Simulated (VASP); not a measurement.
# ZrC3 (R32) in VASP: notebook

The runs below take ZrC3 through single point, relaxation of cell and atoms, with PBE.

All numbers are computed with VASP 6.6.1; they aren't measurements. Logs are shortened: lines on timing, memory, paths and dates and some standing lists are left out, and cuts for length are marked.

### Step 1. The cell of the first run

The structure is trigonal, space group R32 (No. 155). The conventional cell has a = 4.463 Å, b = 4.463 Å, c = 7.852 Å, α = 90.00°, β = 90.00°, γ = 120.00°. Within 3.0 Å of Zr (site symmetry 32) lie 6 C at 2.30 Å. Within 2.0 Å of C (site symmetry 2) lie 2 C at 1.47 Å.

### Step 2. Single point, PBE

File INCAR:

```
ALGO = Normal ; EDIFF = 1E-7
ENCUT = 520 ; GGA = PE
ISIF = 2 ; ISMEAR = 0
LASPH = True ; LCHARG = False
LREAL = False ; LWAVE = False
NBANDS = 20 ; NELM = 60
PREC = Accurate ; SIGMA = 0.1
```

File KPOINTS:

```
k-points
0
Gamma
  6 6 6
```

File POSCAR:

```
ZrC3
1.0
    2.2313023480      1.2882430112      2.6174976787
   -2.2313023480      1.2882430112      2.6174976787
    0.0000000000     -2.5764860225      2.6174976786
Zr C
1 3
Direct
    0.4673253309      0.4673253309      0.4673253309
   -0.0326760793      0.7776530686      0.1569832952
    0.7776530686      0.1569832952     -0.0326760793
    0.1569832952     -0.0326760793      0.7776530686
```

Potentials or basis: VASP PAW PBE potentials, release 64 (Zr_sv, C).

Run with:

```sh
> cat potpaw_PBE.64/Zr_sv/POTCAR potpaw_PBE.64/C/POTCAR > POTCAR
> mpirun -np 1 vasp_std > vasp.out
```

OUTCAR:

```text
EDIFF = 1E-7
   ENCUT = 520
   GGA = PE
   ISIF = 2
   ISMEAR = 0
   LASPH = True
   LREAL = False
   NELM = 60
   PREC = Accurate

 ion  position               nearest neighbor table
   1  0.467  0.467  0.467-   3 2.30   2 2.30   4 2.30   3 2.30   4 2.30   2 2.30
   2  0.967  0.778  0.157-   4 1.47   3 1.47   1 2.30   1 2.30
   3  0.778  0.157  0.967-   4 1.47   2 1.47   1 2.30   1 2.30
   4  0.157  0.967  0.778-   2 1.47   3 1.47   1 2.30   1 2.30

  LATTYP: Found a trigonal (rhomboedric) cell.
 ALAT       =     3.6728155851
 COS(alpha) =     0.2618432503

  Lattice vectors:

 A1 = (   2.2313023480,   1.2882430112,   2.6174976787)
 A2 = (  -2.2313023480,   1.2882430112,   2.6174976787)
 A3 = (   0.0000000000,  -2.5764860225,   2.6174976786)

Analysis of symmetry for initial positions (statically):
=====================================================================
 Subroutine PRICEL returns:
 Original cell was already a primitive cell.

 Routine SETGRP: Setting up the symmetry group for a
 trigonal (rhombohedral) supercell.

 Subroutine GETGRP returns: Found  3 space group operations
 (whereof  3 operations were pure point group operations)
 out of a pool of 12 trial point group operations.

The static configuration has the point symmetry C_3 .

Analysis of symmetry for dynamics (positions and initial velocities):
=====================================================================
 Subroutine PRICEL returns:
 Original cell was already a primitive cell.

 Routine SETGRP: Setting up the symmetry group for a
 trigonal (rhombohedral) supercell.

 Subroutine GETGRP returns: Found  3 space group operations
 (whereof  3 operations were pure point group operations)
 out of a pool of 12 trial point group operations.

The dynamic configuration has the point symmetry C_3 .

 Subroutine INISYM returns: Found  3 space group operations
 (whereof  3 operations are pure point group operations),
 and found     1 'primitive' translations

----------------------------------------------------------------------------------------

                                     Primitive cell

  volume of cell :      45.1433

  direct lattice vectors                    reciprocal lattice vectors
     2.231302348  1.288243011  2.617497679     0.224084379  0.129375176  0.127348091
    -2.231302348  1.288243011  2.617497679    -0.224084379  0.129375176  0.127348091
     0.000000000 -2.576486023  2.617497679     0.000000000 -0.258750353  0.127348091

  length of vectors
     3.672815585  3.672815585  3.672815585     0.288390848  0.288390848  0.288390848

  position of ions in fractional coordinates (direct lattice)
     0.467325331  0.467325331  0.467325331
     0.967323921  0.777653069  0.156983295
     0.777653069  0.156983295  0.967323921
     0.156983295  0.967323921  0.777653069

  ion indices of the primitive-cell ions
   primitive index   ion index
                 1           1
                 2           2
                 3           3
                 4           4

----------------------------------------------------------------------------------------

 KPOINTS: k-points

Automatic generation of k-mesh.
 Grid dimensions read from file:
 generate k-points for:    6    6    6

 Generating k-lattice:

  Cartesian coordinates                     Fractional coordinates (reciprocal lattice)
     0.037347396  0.021562529  0.021224682     0.166666667  0.000000000  0.000000000
    -0.037347396  0.021562529  0.021224682     0.000000000  0.166666667  0.000000000
     0.000000000 -0.043125059  0.021224682    -0.000000000 -0.000000000  0.166666667

  Length of vectors
     0.048065141  0.048065141  0.048065141

  Shift w.r.t. Gamma in fractional coordinates (k-lattice)
     0.000000000  0.000000000  0.000000000

 Subroutine IBZKPT returns following result:
 ===========================================

 Found     40 irreducible k-points:

 Following reciprocal coordinates:
            Coordinates               Weight
  0.000000  0.000000  0.000000      1.000000
  0.166667  0.000000  0.000000      6.000000
  0.333333  0.000000 -0.000000      6.000000
  0.500000  0.000000  0.000000      3.000000
  0.166667  0.166667  0.000000      6.000000
  0.333333  0.166667  0.000000      6.000000
[... 16 lines left out ...]
  0.333333  0.333333  0.166667      6.000000
  0.500000  0.333333  0.166667      6.000000
 [... further k-points ...]
   k-points           NKPTS =     40   k-points in BZ     NKDIM =     40   number of bands    NBANDS=     20
   number of dos      NEDOS =    301   number of ions     NIONS =      4
   total plane-waves  NPLWV =  21952
   dimension x,y,z NGX =    28 NGY =   28 NGZ =   28
   dimension x,y,z NGXF=    56 NGYF=   56 NGZF=   56
   ions per type =               1   3
   NGX,Y,Z   is equivalent  to a cutoff of  12.67, 12.67, 12.67 a.u.
   NGXF,Y,Z  is equivalent  to a cutoff of  25.35, 25.35, 25.35 a.u.
 SYSTEM =  unknown system
   PREC   = accura    normal or accurate (medium, high low for compatibility)
   ISTART =      0    job   : 0-new  1-cont  2-samecut
   ICHARG =      2    charge: 1-file 2-atom 10-const
   ISPIN  =      1    spin polarized calculation?
   LNONCOLLINEAR =      F non collinear calculations
   LSORBIT =      F    spin-orbit coupling
   LASPH  =      T    aspherical Exc in radial PAW
   ENCUT  =  520.0 eV  38.22 Ry    6.18 a.u.   6.83  6.83  6.83*2*pi/ulx,y,z
   NELM   =     60;   NELMIN=  2; NELMDL= -5     # of ELM steps
   EDIFF  = 0.1E-06   stopping-criterion for ELM
   LREAL  =      F    real-space projection
   EDIFFG = 0.1E-05   stopping-criterion for IOM
   NSW    =      0    number of steps for IOM
   IBRION =     -1    ionic relax: 0-MD 1-quasi-New 2-CG
   NFREE  =      0    steps in history (QN), initial steepest desc. (CG)
   ISIF   =      2    stress and relaxation
   ISYM   =      2    0-nonsym 1-usesym 2-fastsym
   POTIM  = 0.5000    time-step for ionic-motion
   TEBEG  =    0.0;   TEEND  =   0.0 temperature during run
   PSTRESS=    0.0 pullay stress
   NELECT =      24.0000    total number of electrons
   NUPDOWN=      -1.0000    fix difference up-down
   EMIN   =  10.00;   EMAX   =-10.00  energy-range for DOS
   EFERMI =   0.00;   METHOD = LEGACY
   ISMEAR =     0;   SIGMA  =   0.10  broadening in eV -4-tet -1-fermi 0-gaus
   EFERMI_NEDOS =   21; number of points for ismear=-14 and -15
   IALGO  =     38    algorithm
   IMIX   =      4    mixing-type and parameters
     AMIX     =   0.40;   BMIX     =  1.00
     AMIX_MAG =   1.60;   BMIX_MAG =  1.00
  volume/ion in A,a.u.               =      11.29        76.16
  Fermi-wavevector in a.u.,A,eV,Ry     =   1.326215  2.506183 23.930561  1.758847
  Thomas-Fermi vector in A             =   2.455618
   LORBIT       =      0    0 simple, 1 ext, 2 COOP (PROOUT), +10 PAW based schemes
   GGA     = PE    functional components
   LHFCALC =     F    Hartree Fock is set to
   AEXX    =    0.0000 exact exchange contribution
   IVDW    =     0    specifies the selected vdW correction
   LEPSILON=     F    determine dielectric tensor
   LRPA    =     F    only Hartree local field effects (RPA)
 non-spin polarized calculation
 Gauss-broadening in eV      SIGMA  =   0.10
  energy-cutoff  :      520.00
  volume of cell :       45.14
 maximum number of plane-waves:      1228
   NGX = 13   NGY = 13   NGZ = 13

 number of electron      24.0000000 magnetization

 Free energy of the ion-electron system (eV)
  ---------------------------------------------------
  ext. energy  EPLUGINS =         0.00000000
  ---------------------------------------------------
  free energy    TOTEN  =       -33.99942913 eV

  energy without entropy =      -33.99631341  energy(sigma->0) =      -33.99787127

 E-fermi :   8.1006     XC(G=0): -11.3430

 val. band max:        8.0984850936   @ k =   0.3333   0.3333   0.3333
 cond. band min:       8.1715232956   @ k =   0.5000   0.3333   0.3333
 fundamental gap:      0.0730382020
 Fermi energy:         8.1006473423

 k-point     1 :       0.0000    0.0000    0.0000
  band No.  band energies     occupation
      1     -41.3131      2.00000
      2     -19.3476      2.00000
      3     -19.3476      2.00000
      4     -19.2947      2.00000
      5     -10.6202      2.00000
      6       0.3204      2.00000
[... 12 lines left out ...]
     19      15.4958      0.00000
     20      17.1316      0.00000

 k-point     2 :       0.1667    0.0000    0.0000
  band No.  band energies     occupation
      1     -41.3104      2.00000
      2     -19.3937      2.00000
      3     -19.3424      2.00000
      4     -19.3062      2.00000
      5     -10.5065      2.00000
      6      -0.8070      2.00000
[... 12 lines left out ...]
     19      15.3957      0.00000
     20      17.0676      0.00000

 k-point     3 :       0.3333    0.0000   -0.0000
  band No.  band energies     occupation
      1     -41.3049      2.00000
      2     -19.5004      2.00000
      3     -19.3324      2.00000
      4     -19.3116      2.00000
      5     -10.2698      2.00000
      6      -1.8543      2.00000
[... 12 lines left out ...]
     19      15.5894      0.00000
     20      16.7499      0.00000

 k-point     4 :       0.5000    0.0000    0.0000
  band No.  band energies     occupation
      1     -41.3021      2.00000
      2     -19.5540      2.00000
      3     -19.3273      2.00000
      4     -19.3127      2.00000
      5     -10.1458      2.00000
      6      -2.2609      2.00000
[... 429 lines left out ...]
 k-point    23 :       0.3333    0.3333    0.1667
  band No.  band energies     occupation
      1     -41.2959      2.00000
      2     -19.4803      2.00000
      3     -19.4251      2.00000
      4     -19.3487      2.00000
      5     -10.2209      2.00000
      6      -1.1285      2.00000
[... 12 lines left out ...]
     19      15.3660      0.00000
     20      17.8329      0.00000

 k-point    24 :       0.5000    0.3333    0.1667
  band No.  band energies     occupation
      1     -41.2930      2.00000
      2     -19.5192      2.00000
      3     -19.4366      2.00000
      4     -19.3495      2.00000
      5     -10.1549      2.00000
      6      -1.2462      2.00000
[... 12 lines left out ...]
     19      15.6364      0.00000
     20      17.1223      0.00000

 [... further k-points ...]

------------------------ aborting loop because EDIFF is reached ----------------------------------------

  FORCE on cell =-STRESS in cart. coord.  units (eV):
  Direction    XX          YY          ZZ          XY          YZ          ZX
  --------------------------------------------------------------------------------------
  -------------------------------------------------------------------------------------
  Total        0.1706788      0.1706788      0.0343300      0.0000000      0.0000000      0.0000000
  in kB        6.0575404      6.0575404      1.2184036      0.0000001      0.0000000      0.0000000
  external PRESSURE =       4.4444948 kB  Pullay stress =       0.0000000 kB

 VOLUME and BASIS-vectors are now :
 -----------------------------------------------------------------------------
  energy-cutoff  :      520.00
  volume of cell :       45.14
      direct lattice vectors                 reciprocal lattice vectors
     2.231302348  1.288243011  2.617497679     0.224084379  0.129375176  0.127348091
    -2.231302348  1.288243011  2.617497679    -0.224084379  0.129375176  0.127348091
     0.000000000 -2.576486023  2.617497679     0.000000000 -0.258750353  0.127348091

 POSITION                                       TOTAL-FORCE (eV/Angst)
 -----------------------------------------------------------------------------------
      0.00000     -0.00000      3.66967        -0.000000      0.000000     -0.000242
      0.42321      1.84349      4.97838         0.059139     -0.102550      0.000081
      1.38490     -1.28826      4.97838        -0.118381      0.000059      0.000081
     -1.80811     -0.55523      4.97838         0.059242      0.102491      0.000081
 -----------------------------------------------------------------------------------
    total drift:                                0.000000     -0.000000      0.000086

  FREE ENERGIE OF THE ION-ELECTRON SYSTEM (eV)
  ---------------------------------------------------
  free  energy   TOTEN  =       -33.9994291334 eV

  energy  without entropy=      -33.9963134105  energy(sigma->0) =      -33.99787127
```

Run time: 24 s. Hardware: 1 thread of Intel Xeon 6975P-C (Granite Rapids), shared host; peak memory 0.17 GiB.

Results:

```
Free energy            : -33.9994 eV
Pressure               : 0.4 GPa
Largest force          : 0.118 eV/Å
Band gap on the k mesh : zero (band 12 reaches 9.22 eV, above the bottom of band 13 at 6.09 eV)
```

Forces in eV/Å, atoms in the order of the input:
```
Zr   0.000  0.000  0.000
C    0.059 -0.103  0.000
C   -0.118  0.000  0.000
C    0.059  0.102  0.000
```

Levels at points of the mesh, in eV from the Fermi level:
```
           k point  band 8  band 9  band 10  band 11  band 12  band 13  band 14  band 15  band 16  band 17
(0.00, 0.00, 0.00)   -7.38   -5.11    -5.11    -4.14    -2.01    -2.01     1.85     4.51     4.51     4.70
(0.50, 0.00, 0.00)   -5.74   -5.13    -2.95    -2.64    -0.55     1.05     1.34     2.10     2.43     3.46
(0.50, 0.50, 0.00)   -6.05   -5.71    -4.80    -3.64    -1.88     1.93     2.64     2.83     4.19     5.51
(0.50, 0.50, 0.50)   -7.89   -4.85    -3.08    -3.08     1.12     1.70     1.70     3.63     3.63     5.27
```

### Step 3. Single point, PBE

File INCAR:

```
PREC     = Accurate       # precision mode
ENCUT    = 520            # plane-wave cutoff, eV
EDIFF    = 1E-7           # SCF threshold, eV
ISMEAR   = 0              # smearing method
SIGMA    = 0.1            # smearing width, eV
LREAL    = F              # projectors in reciprocal space
LASPH    = T              # aspherical terms in the spheres
NELM     = 100            # most SCF steps
ALGO     = Normal         # electronic algorithm
ISIF     = 2              # what is computed and relaxed
LWAVE    = F              # write WAVECAR
LCHARG   = T              # write CHGCAR
GGA      = PE             # functional
LELF     = T              # ELF
LVHAR    = T            
NBANDS   = 20             # bands
```

File KPOINTS:

```
Automatic mesh
0
Gamma
  12 12 12
```

File POSCAR:

```
ZrC3
1.0
    2.2315608701      1.2883922691      2.6173833706
   -2.2315608701      1.2883922691      2.6173833706
    0.0000000000     -2.5767845382      2.6173833707
Zr C
1 3
Direct
    0.0000000000      0.0000000000      0.0000000000
    0.5000000000      0.3103981395      0.6896018605
    0.3103981395      0.6896018605      0.5000000000
    0.6896018605      0.5000000000      0.3103981395
```

Potentials or basis: VASP PAW PBE potentials, release 64 (Zr_sv, C).

Run with:

```sh
> cat potpaw_PBE.64/Zr_sv/POTCAR potpaw_PBE.64/C/POTCAR > POTCAR
> mpirun -np 1 vasp_std > vasp.out
```

Wall time 99 s (1 thread of Intel Xeon 6975P-C (Granite Rapids), shared host); peak memory 0.27 GiB.

The run converged. Its results:

```
Free energy            : -33.9999 eV
Pressure               : 0.4 GPa
Largest force          : 0.119 eV/Å
Band gap on the k mesh : zero (band 12 reaches 9.22 eV, above the bottom of band 13 at 6.09 eV)
```

Forces in eV/Å, atoms in the order of the input:
```
Zr   0.000  0.000  0.000
C    0.060 -0.103  0.000
C   -0.119  0.000  0.000
C    0.060  0.103  0.000
```

Stress tensor (GPa, compression positive):
```
0.59 0.00 0.00
0.00 0.59 0.00
0.00 0.00 0.07
```

Levels at points of the mesh, in eV from the Fermi level:
| k point | band 9 | band 10 | band 11 | band 12 | band 13 | band 14 | band 15 | band 16 |
| --- | --- | --- | --- | --- | --- | --- | --- | --- |
| (0.00, 0.00, 0.00) | -4.94 | -4.94 | -3.97 | -1.84 | -1.84 | 2.02 | 4.67 | 4.67 |
| (0.50, 0.00, 0.00) | -4.96 | -2.78 | -2.47 | -0.38 | 1.21 | 1.51 | 2.27 | 2.60 |
| (0.50, 0.50, 0.00) | -5.54 | -4.63 | -3.47 | -1.71 | 2.10 | 2.81 | 3.00 | 4.35 |
| (0.50, 0.50, 0.50) | -4.68 | -2.91 | -2.91 | 1.29 | 1.87 | 1.87 | 3.80 | 3.80 |

### Step 4. Relaxation of cell and atoms, PBE

File INCAR:

```
ALGO     = Normal         # electronic algorithm
EDIFF    = 1E-6           # SCF threshold, eV
EDIFFG   = -0.01          # ionic threshold
ENCUT    = 600            # plane-wave cutoff, eV
GGA      = PE             # functional
IBRION   = 2              # ionic algorithm
ISIF     = 3              # what is computed and relaxed
ISMEAR   = 0              # smearing method
LASPH    = True           # aspherical terms in the spheres
LCHARG   = False          # write CHGCAR
LREAL    = False          # projectors in reciprocal space
LWAVE    = False          # write WAVECAR
NELM     = 100            # most SCF steps
NSW      = 100            # ionic steps
PREC     = Accurate       # precision mode
SIGMA    = 0.1            # smearing width, eV
```

File KPOINTS:

```
k-points
0
Gamma
  12 12 12
```

File POSCAR:

```
ZrC3
1.0
    2.2313023480      1.2882430113      2.6174976787
   -2.2313023480      1.2882430113      2.6174976787
    0.0000000000     -2.5764860225      2.6174976787
Zr C
1 3
Direct
    0.0000000000      0.0000000000      0.0000000000
    0.5000000000      0.3103348867      0.6896651133
    0.3103348867      0.6896651133      0.5000000000
    0.6896651133      0.5000000000      0.3103348867
```

Run with:

```sh
> cat potpaw_PBE.64/Zr_sv/POTCAR potpaw_PBE.64/C/POTCAR > POTCAR
> mpirun -np 1 vasp_std > vasp.out
```

It took 3.5 min on 1 thread of Intel Xeon 6975P-C (Granite Rapids), shared host; peak memory 0.3 GiB.

Results (log left out):

```yaml
Free_energy: -34.0052 eV
Relaxed_volume: 11.29 Å³/atom
Relaxed_cell: a = 3.673 Å, b = 3.673 Å, c = 3.673 Å, α = 74.83°, β = 74.83°, γ = 74.83°
Space_group_after_relaxing_to_0.05_Å: R32 (No. 155)
Energy_gained_by_relaxing: 0.0 meV/atom
Ionic_steps: 3
Pressure_after_relaxing: 0.0 GPa
Largest_force_after_relaxing: 0.004 eV/Å
Band_gap_on_the_k_mesh: zero (band 12 reaches 9.21 eV, above the bottom of band 13 at 6.08 eV)
```

Forces in eV/Å, atoms in the order of the input:
```
Zr   0.000  0.000  0.000
C    0.002 -0.003  0.000
C   -0.004  0.000  0.000
C    0.002  0.003  0.000
```

The path:
```
step  energy change (eV)  largest force (eV/Å)  pressure (GPa)  volume (Å³)
   1              0.0000                0.0933            0.24        45.14
   2              0.0019                0.3132           -0.98        45.25
   3             -0.0002                0.0038           -0.04        45.17
```

Final structure:
```yaml
crystal:
  lattice:
    - [2.23192, 1.28860, 2.61747]
    - [-2.23192, 1.28860, 2.61747]
    - [0.00000, -2.57720, 2.61747]
  atoms:
    - { symbol: Zr, position: [0.00000, 0.00000, 0.00000] }
    - { symbol: C, position: [0.50000, 0.31011, 0.68989] }
    - { symbol: C, position: [0.31011, 0.68989, 0.50000] }
    - { symbol: C, position: [0.68989, 0.50000, 0.31011] }
```

Levels at points of the mesh, in eV from the Fermi level:
| k point | band 10 | band 11 | band 12 | band 13 | band 14 | band 15 |
| --- | --- | --- | --- | --- | --- | --- |
| (0.00, 0.00, 0.00) | -4.95 | -3.95 | -1.84 | -1.84 | 2.02 | 4.68 |
| (0.50, 0.00, 0.00) | -2.78 | -2.47 | -0.39 | 1.22 | 1.50 | 2.26 |
| (0.50, 0.50, 0.00) | -4.63 | -3.47 | -1.72 | 2.10 | 2.81 | 3.00 |
| (0.50, 0.50, 0.50) | -2.91 | -2.91 | 1.28 | 1.86 | 1.86 | 3.80 |

### Step 5. Summary

```csv
task,cell,k mesh,cutoff (eV),gap on the mesh (eV),pressure (GPa),largest force (eV/Å)
single point,"a = 3.673 Å, angles 74.8°, 4 atoms",6 × 6 × 6,520,none,0.4,0.12
single point,"a = 3.673 Å, angles 74.8°, 4 atoms",12 × 12 × 12,520,none,0.4,0.12
relaxation of cell and atoms,"relaxed from a = 3.673 Å, angles 74.8°, 4 atoms",12 × 12 × 12,600,none,0.0,-
```

Alike in all rows: level PBE; potentials or basis VASP PAW PBE potentials, release 64 (Zr_sv, C); no spin polarisation; smearing gaussian 0.1 eV.

Absolute energies hang on the potentials; compare differences alone.
